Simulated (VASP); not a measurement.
# CsNiCl3 (P6_3/mmc) in VASP: single point with LDA+U

Aim: the single point of CsNiCl3 with LDA+U.

Everything below comes from runs of VASP 6.6.1. Logs are shortened: lines on timing, memory, paths and dates and some standing lists are left out, and cuts for length are marked.

### 1 The cell of the first run

It takes space group P6_3/mmc (No. 194, hexagonal). Conventional cell: a = 7.171 Å, b = 7.171 Å, c = 5.944 Å, α = 90.00°, β = 90.00°, γ = 120.00°. Within 4.7 Å of Cs (site symmetry -6m2) lie 12 Cl at 3.59 to 3.72 Å and 6 Ni at 4.40 Å. Within 3.2 Å of Ni (site symmetry -3m) lie 6 Cl at 2.42 Å and 2 Ni at 2.97 Å. Cl (site symmetry mm2) has 2 Ni at 2.42 Å and 8 Cl at 3.30 to 3.87 Å and 4 Cs at 3.59 to 3.72 Å within 3.9 Å.

### 2 Single point, LDA+U, collinear spin, ferromagnetic start

Input file INCAR:

```
PREC = Accurate
ENCUT = 590
EDIFF = 1E-6
ISMEAR = 0
SIGMA = 0.05
LREAL = False
LASPH = True
NELM = 200
ALGO = Normal
ISIF = 2
LWAVE = False
LCHARG = False
ISPIN = 2
MAGMOM = 0 0 2 2 0 0 0 0 0 0
LORBIT = 11
LMAXMIX = 4
LDAU = True
LDAUTYPE = 2
LDAUL = -1 2 -1
LDAUU = 0 4 0
LDAUJ = 0 0 0
LDAUPRINT = 1
GGA = CA
NBANDS = 63
GGA_COMPAT = False
```

Input file KPOINTS:

```
Automatic mesh
0
Gamma
  3 3 3
```

Input file POSCAR:

```
CsNiCl3
1.0
    7.1710011300      0.0000000000      0.0000000000
   -3.5855005700      6.2102691500      0.0000000000
    0.0000000000      0.0000000000      5.9440002800
Cs Ni Cl
2 2 6
Direct
    0.3333333333      0.6666666667      0.7500000000
    0.6666666667      0.3333333333      0.2500000000
    0.0000000000      0.0000000000      0.0000000000
    0.0000000000      0.0000000000      0.5000000000
    0.1534600000      0.3069200000      0.2500000000
    0.8465400000      0.1534600000      0.7500000000
    0.6930800000      0.8465400000      0.2500000000
    0.8465400000      0.6930800000      0.7500000000
    0.1534600000      0.8465400000      0.2500000000
    0.3069200000      0.1534600000      0.7500000000
```

Potentials or basis: VASP PAW LDA potentials, release 64 (Cs_sv, Ni_sv_GW, Cl).

Command:

```
$ cat potpaw_LDA.64/Cs_sv/POTCAR potpaw_LDA.64/Ni_sv_GW/POTCAR potpaw_LDA.64/Cl/POTCAR > POTCAR
$ mpirun -np 1 vasp_std > vasp.out
```

OUTCAR:

```text
PREC = Accurate
   ENCUT = 590
   EDIFF = 1E-6
   ISMEAR = 0
   LREAL = False
   LASPH = True
   NELM = 200
   ISIF = 2
   ISPIN = 2
   LORBIT = 11
   GGA = CA

 ion  position               nearest neighbor table
   1  0.333  0.667  0.750-
   2  0.667  0.333  0.250-
   3  0.000  0.000  0.000-   7 2.42  10 2.42   8 2.42   5 2.42   9 2.42   6 2.42
   4  0.000  0.000  0.500-   7 2.42  10 2.42   8 2.42   5 2.42   9 2.42   6 2.42
   5  0.153  0.307  0.250-   3 2.42   4 2.42
   6  0.847  0.153  0.750-   3 2.42   4 2.42
   7  0.693  0.847  0.250-   3 2.42   4 2.42
   8  0.847  0.693  0.750-   3 2.42   4 2.42
   9  0.153  0.847  0.250-   3 2.42   4 2.42
  10  0.307  0.153  0.750-   3 2.42   4 2.42

  LATTYP: Found a hexagonal cell.
 ALAT       =     7.1710011300
 C/A-ratio  =     0.8288940655

  Lattice vectors:

 A1 = (   7.1710011300,   0.0000000000,   0.0000000000)
 A2 = (  -3.5855005700,   6.2102691500,   0.0000000000)
 A3 = (   0.0000000000,   0.0000000000,   5.9440002800)

Analysis of symmetry for initial positions (statically):
=====================================================================
 Subroutine PRICEL returns:
 Original cell was already a primitive cell.

 Routine SETGRP: Setting up the symmetry group for a
 hexagonal supercell.

 Subroutine GETGRP returns: Found 24 space group operations
 (whereof 12 operations were pure point group operations)
 out of a pool of 24 trial point group operations.

The static configuration has the point symmetry D_3d.
 The point group associated with its full space group is D_6h.

Analysis of symmetry for dynamics (positions and initial velocities):
=====================================================================
 Subroutine PRICEL returns:
 Original cell was already a primitive cell.

 Routine SETGRP: Setting up the symmetry group for a
 hexagonal supercell.

 Subroutine GETGRP returns: Found 24 space group operations
 (whereof 12 operations were pure point group operations)
 out of a pool of 24 trial point group operations.

The dynamic configuration has the point symmetry D_3d.
 The point group associated with its full space group is D_6h.

Analysis of structural, dynamic, and magnetic symmetry:
=====================================================================
 Subroutine PRICEL returns:
 Original cell was already a primitive cell.

 Routine SETGRP: Setting up the symmetry group for a
 hexagonal supercell.

 Subroutine GETGRP returns: Found 24 space group operations
 (whereof 12 operations were pure point group operations)
 out of a pool of 24 trial point group operations.

The overall configuration has the point symmetry D_3d.
 The point group associated with its full space group is D_6h.

 Subroutine INISYM returns: Found 24 space group operations
 (whereof 12 operations are pure point group operations),
 and found     1 'primitive' translations

----------------------------------------------------------------------------------------

                                     Primitive cell

  volume of cell :     264.7092

  direct lattice vectors                    reciprocal lattice vectors
     7.171001130  0.000000000  0.000000000     0.139450543  0.080511809  0.000000000
[... 156 lines left out ...]
  o =  0.9510  v = -0.4292  0.5336 -0.0000  0.6323 -0.3622  0.0000  0.0000  0.0000  0.0000  0.0000      0.0000  0.0000  0.0000  0.0000  0.0000  0.0000  0.0000  0.0000  0.0000  0.0000
  o =  0.9510  v =  0.3622  0.6323  0.0000 -0.5336 -0.4292  0.0000  0.0000  0.0000  0.0000  0.0000      0.0000  0.0000  0.0000  0.0000  0.0000  0.0000  0.0000  0.0000  0.0000  0.0000

atom =   4  type =  2  l = 2

 onsite density matrix

spin component  1

  0.9340  0.0000  0.0000  0.0115  0.0000
  0.0000  0.9432  0.0000 -0.0000  0.0115
  0.0000  0.0000  0.9243  0.0000  0.0000
  0.0115 -0.0000  0.0000  0.9432 -0.0000
  0.0000  0.0115  0.0000 -0.0000  0.9340

spin component  2

  0.6726 -0.0000  0.0000 -0.3452  0.0000
 -0.0000  0.4217 -0.0000 -0.0000 -0.3452
  0.0000 -0.0000  0.9133 -0.0000  0.0000
 -0.3452 -0.0000 -0.0000  0.4217  0.0000
  0.0000 -0.3452  0.0000  0.0000  0.6726

 occupancies and eigenvectors

  o =  0.1799  v =  0.0000  0.0000  0.0000  0.0000  0.0000  0.4385  0.5282 -0.0000  0.6259  0.3700      0.0000  0.0000  0.0000  0.0000  0.0000  0.0000  0.0000  0.0000  0.0000  0.0000
  o =  0.1799  v =  0.0000  0.0000  0.0000  0.0000  0.0000  0.3700 -0.6259 -0.0000  0.5282 -0.4385      0.0000  0.0000  0.0000  0.0000  0.0000  0.0000  0.0000  0.0000  0.0000  0.0000
  o =  0.9133  v =  0.0000  0.0000  0.0000  0.0000  0.0000  0.0000 -0.0000 -1.0000 -0.0000  0.0000      0.0000  0.0000  0.0000  0.0000  0.0000  0.0000  0.0000  0.0000  0.0000  0.0000
  o =  0.9144  v =  0.0000  0.0000  0.0000  0.0000  0.0000  0.6259 -0.3700  0.0000 -0.4385  0.5282      0.0000  0.0000  0.0000  0.0000  0.0000  0.0000  0.0000  0.0000  0.0000  0.0000
  o =  0.9144  v =  0.0000  0.0000  0.0000  0.0000  0.0000 -0.5282 -0.4385 -0.0000  0.3700  0.6259      0.0000  0.0000  0.0000  0.0000  0.0000  0.0000  0.0000  0.0000  0.0000  0.0000
  o =  0.9243  v = -0.0000  0.0000  1.0000  0.0000 -0.0000  0.0000  0.0000  0.0000  0.0000  0.0000      0.0000  0.0000  0.0000  0.0000  0.0000  0.0000  0.0000  0.0000  0.0000  0.0000
  o =  0.9262  v =  0.6323 -0.3622  0.0000 -0.4292  0.5336  0.0000  0.0000  0.0000  0.0000  0.0000      0.0000  0.0000  0.0000  0.0000  0.0000  0.0000  0.0000  0.0000  0.0000  0.0000
  o =  0.9262  v =  0.5336  0.4292  0.0000 -0.3622 -0.6323  0.0000  0.0000  0.0000  0.0000  0.0000      0.0000  0.0000  0.0000  0.0000  0.0000  0.0000  0.0000  0.0000  0.0000  0.0000
  o =  0.9510  v = -0.4292 -0.5336 -0.0000 -0.6323 -0.3622  0.0000  0.0000  0.0000  0.0000  0.0000      0.0000  0.0000  0.0000  0.0000  0.0000  0.0000  0.0000  0.0000  0.0000  0.0000
  o =  0.9510  v =  0.3622 -0.6323  0.0000  0.5336 -0.4292  0.0000  0.0000  0.0000  0.0000  0.0000      0.0000  0.0000  0.0000  0.0000  0.0000  0.0000  0.0000  0.0000  0.0000  0.0000

 number of electron      95.9999937 magnetization       4.0000051

 Free energy of the ion-electron system (eV)
  ---------------------------------------------------
  ext. energy  EPLUGINS =         0.00000000
  ---------------------------------------------------
  free energy    TOTEN  =       -38.47225023 eV

  energy without entropy =      -38.47225023  energy(sigma->0) =      -38.47225023

 E-fermi :   0.9243     XC(G=0):  -9.1731

 val. band max:        0.6881226478   @ k =   0.0000   0.0000   0.0000
 cond. band min:       2.8397853010   @ k =   0.0000   0.0000   0.0000
 fundamental gap:      2.1516626532
 Fermi energy:         0.9243361833

 spin component 1

 k-point     1 :       0.0000    0.0000    0.0000
  band No.  band energies     occupation
      1    -101.6221      1.00000
      2    -101.6213      1.00000
      3     -62.6514      1.00000
      4     -62.6367      1.00000
      5     -62.5964      1.00000
      6     -62.5964      1.00000
[... 367 lines left out ...]
     59       8.4525      0.00000
     60       8.4866      0.00000
 Fermi energy:         0.9243361833

 spin component 2

 k-point     1 :       0.0000    0.0000    0.0000
  band No.  band energies     occupation
      1     -99.7846      1.00000
      2     -99.7837      1.00000
      3     -60.8653      1.00000
      4     -60.8490      1.00000
      5     -60.8187      1.00000
      6     -60.8187      1.00000
[... 367 lines left out ...]
     59       8.5311      0.00000
     60       8.5313      0.00000
 [bands above 60 left out]

------------------------ aborting loop because EDIFF is reached ----------------------------------------

  FORCE on cell =-STRESS in cart. coord.  units (eV):
  Direction    XX          YY          ZZ          XY          YZ          ZX
  --------------------------------------------------------------------------------------
  -------------------------------------------------------------------------------------
  Total       -5.5748567     -5.5748567     -5.9185887      0.0000000     -0.0000000      0.0000000
  in kB      -33.7423447    -33.7423447    -35.8228146      0.0000000     -0.0000000      0.0000000
  external PRESSURE =     -34.4358347 kB  Pullay stress =       0.0000000 kB

 VOLUME and BASIS-vectors are now :
 -----------------------------------------------------------------------------
  energy-cutoff  :      590.00
  volume of cell :      264.71
      direct lattice vectors                 reciprocal lattice vectors
     7.171001130  0.000000000  0.000000000     0.139450543  0.080511809  0.000000000
    -3.585500570  6.210269150  0.000000000     0.000000000  0.161023617  0.000000000
     0.000000000  0.000000000  5.944000280     0.000000000  0.000000000  0.168236870

 POSITION                                       TOTAL-FORCE (eV/Angst)
 -----------------------------------------------------------------------------------
     -0.00000      4.14018      4.45800         0.000000      0.000000      0.000000
      3.58550      2.07009      1.48600        -0.000000      0.000000      0.000000
      0.00000      0.00000      0.00000        -0.000000      0.000000      0.000000
      0.00000      0.00000      2.97200         0.000000      0.000000      0.000000
     -0.00000      1.90606      1.48600         0.000000     -0.419105      0.000000
      5.52031      0.95303      4.45800         0.362956     -0.209553      0.000000
      1.93481      5.25724      1.48600         0.362956      0.209553     -0.000000
      3.58550      4.30421      4.45800        -0.000000      0.419105     -0.000000
     -1.93481      5.25724      1.48600        -0.362956      0.209553     -0.000000
      1.65069      0.95303      4.45800        -0.362956     -0.209553     -0.000000
 -----------------------------------------------------------------------------------
    total drift:                               -0.000001      0.000000      0.000000

  FREE ENERGIE OF THE ION-ELECTRON SYSTEM (eV)
  ---------------------------------------------------
  free  energy   TOTEN  =       -38.4722502333 eV

  energy  without entropy=      -38.4722502333  energy(sigma->0) =      -38.47225023

 total charge

# of ion       s       p       d       f       tot
--------------------------------------------------
    1        1.826   4.684   0.026   0.000   6.536
    2        1.826   4.684   0.026   0.000   6.536
    3        2.159   6.209   7.754   0.005  16.126
    4        2.159   6.209   7.754   0.005  16.126
    5        1.593   3.503   0.000   0.000   5.096
    6        1.593   3.503   0.000   0.000   5.096
    7        1.593   3.503   0.000   0.000   5.096
    8        1.593   3.503   0.000   0.000   5.096
    9        1.593   3.503   0.000   0.000   5.096
   10        1.593   3.503   0.000   0.000   5.096
--------------------------------------------------
tot         17.527  42.802  15.559   0.010  75.897

 magnetization (x)

# of ion       s       p       d       f       tot
--------------------------------------------------
    1        0.000   0.002   0.001   0.000   0.003
    2        0.000   0.002   0.001   0.000   0.003
    3        0.004   0.003   1.575   0.000   1.582
    4        0.004   0.003   1.575   0.000   1.582
    5        0.006   0.097   0.000   0.000   0.102
    6        0.006   0.097   0.000   0.000   0.102
    7        0.006   0.097   0.000   0.000   0.102
    8        0.006   0.097   0.000   0.000   0.102
    9        0.006   0.097   0.000   0.000   0.102
   10        0.006   0.097   0.000   0.000   0.102
--------------------------------------------------
tot          0.041   0.591   3.151   0.001   3.785
```

It took 4.1 min on 1 thread of Intel Xeon 6975P-C (Granite Rapids), shared host; peak memory 0.47 GiB.

Results:

| Property | Result |
| --- | --- |
| Free energy | -38.4723 eV |
| Pressure | -3.4 GPa |
| Largest force | 0.419 eV/Å |
| Band gap on the k mesh | 2.15 eV |
| Net moment | 4.00 μB per cell |
| Site moments | Cs +0.00; Ni +1.58; Cl +0.10 μB |
| Valence electrons inside the program's atomic spheres | Cs 6.54; Ni 16.13; Cl 5.10 |

Forces on the atoms (eV/Å):
```
Cs   0.000  0.000  0.000
Cs   0.000  0.000  0.000
Ni   0.000  0.000  0.000
Ni   0.000  0.000  0.000
Cl   0.000 -0.419  0.000
Cl   0.363 -0.210  0.000
Cl   0.363  0.210  0.000
Cl   0.000  0.419  0.000
Cl  -0.363  0.210  0.000
Cl  -0.363 -0.210  0.000
```

Eigenvalues of the final occupation matrices:
```csv
site,spin,trace,eigenvalues
site 3 d,1,4.68,0.92 0.93 0.93 0.95 0.95
site 3 d,2,3.10,0.18 0.18 0.91 0.91 0.91
site 4 d,1,4.68,0.92 0.93 0.93 0.95 0.95
site 4 d,2,3.10,0.18 0.18 0.91 0.91 0.91
```

Caveat: the cell stands under tension; spin-orbit coupling is left out, which moves the levels of the heavy elements; an odd mesh through Γ misses points on the zone boundary, where band edges can lie.
